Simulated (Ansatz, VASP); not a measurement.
**One calculation of TiTe2, two programs**

INCAR

```
ALGO = Normal
EDIFF = 1E-6
ENCUT = 520
GGA = PE
ISIF = 2
ISMEAR = 0
ISPIN = 2
LASPH = T
LCHARG = T
LELF = T
LMAXMIX = 4
LORBIT = 11
LREAL = F
LVHAR = T
LWAVE = F
MAGMOM = 1 0 0
NBANDS = 23
NELM = 150
PREC = Accurate
SIGMA = 0.1
```

The input KPOINTS:

```
k-points
0
Gamma
  6 6 4
```

File POSCAR:

```
TiTe2
1.0
    3.7770008900      0.0000000000      0.0000000000
   -1.8885004400      3.2709787200      0.0000000000
    0.0000000000      0.0000000000      6.4980001400
Ti Te
1 2
Direct
    0.0000000000      0.0000000000      0.0000000000
    0.6666666700      0.3333333300      0.2628000100
    0.3333333300      0.6666666700      0.7371999900
```

Input for Ansatz:

```yaml
crystal:
  lattice:
    - [3.77700089, 0.0, 0.0]
    - [-1.88850044, 3.27097872, 0.0]
    - [0.0, 0.0, 6.49800014]
  atoms:
    - { symbol: Ti, position: [0.0, 0.0, 0.0], spin: 1.0 }
    - { symbol: Te, position: [0.66666667, 0.33333333, 0.26280001] }
    - { symbol: Te, position: [0.33333333, 0.66666667, 0.73719999] }
basis:
  ecutwfc: 420
kpoints:
  mp_grid: { grid: [6, 6, 4] }
hamiltonian:
  xc: pbe
scf:
  occupations: { method: gaussian, width: 0.1 }
  lower_state_search: "off"
output:
  forces: true
  stress: true
  eigenvalues: true
  populations: true
magnetization:
  spin_polarized: true
```

Alike in both runs: task single point; functional PBE; k mesh 6 × 6 × 4; occupations gaussian, width 0.1 eV; collinear spin.

|  | VASP | Ansatz |
| --- | --- | --- |
| version | VASP 6.6.1 | Ansatz 0.2.0 |
| potentials or method | VASP PAW PBE potentials, release 64 (Ti_sv, Te), cutoff 520 eV | scalar-relativistic, plane waves, PAW |
| valence electrons in the cell | 24 | 44 |

```csv
,VASP,Ansatz,Ansatz less VASP
gap on the k mesh at the Fermi level (eV),none,none,-
pressure (GPa),0.8,0.8,+0.02
"traceless stress, the component that is largest in VASP (GPa)",0.13,0.11,-0.013
rms of the force components (eV/Å),0.013,0.017,+0.0046
net moment per atom (μB),0.00,0.00,0.000
```

Atom by atom the forces differ by 0.005 eV/Å (rms over components). A gap of «none» marks a metal or a gap that the smearing closes. With one functional, cell and mesh, what is left measures potentials, basis and numerics. VASP's potentials hold 24 valence electrons a cell and Ansatz's 44, so a difference there can come from the potentials and not from the codes. Ansatz's warnings: seeded moment not kept.

Neither program's run includes spin-orbit coupling.
